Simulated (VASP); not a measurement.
TiB2, 3 atoms in the cell. Symmetry: P6/mmm, No. 191, hexagonal system. The conventional cell has a = 3.029 Å, b = 3.029 Å, c = 3.228 Å, α = 90.00°, β = 90.00°, γ = 120.00°. Ti (site symmetry 6/mmm) has 12 B at 2.38 Å and 6 Ti at 3.03 Å within 3.1 Å. B (site symmetry -6m2) has 3 B at 1.75 Å within 2.3 Å. 

```yaml
Program: VASP 6.6.1
Task: single point
Functional: PBE-based global hybrid
Potentials_or_basis: VASP PAW PBE potentials, release 64 (Ti_sv, B)
Cutoff: 520 eV
k_mesh: 6 × 6 × 5
Occupations: fermi-dirac, width 0.05 eV
Spin: no spin polarisation
Dipole_correction: no
Grid_for_exact_exchange_PRECFOCK: Normal
Share_of_exact_exchange: 0.1
Further_INCAR_settings: ALGO = Normal; EDIFF = 1e-06; NBANDS = 16
```

Potentials or basis: VASP PAW PBE potentials, release 64 (Ti_sv, B).

Launch:

```bash
$ cat potpaw_PBE.64/Ti_sv/POTCAR potpaw_PBE.64/B/POTCAR > POTCAR
$ cp INCAR.step1 INCAR
$ mpirun -np 1 vasp_std > vasp.out
$ cp INCAR.step2 INCAR
$ mpirun -np 1 vasp_std > vasp.out
```

Hardware: 1 thread of Intel(R) Xeon(R) Platinum 8259CL CPU @ 2.50GHz (Skylake/Cascade Lake), on a shared host.

Task: How long does it take, and how much memory?

Result: It took 26 min on 1 thread of Intel(R) Xeon(R) Platinum 8259CL CPU @ 2.50GHz (Skylake/Cascade Lake), on a shared host, peak memory 0.15 GiB. Counts: k points 21.
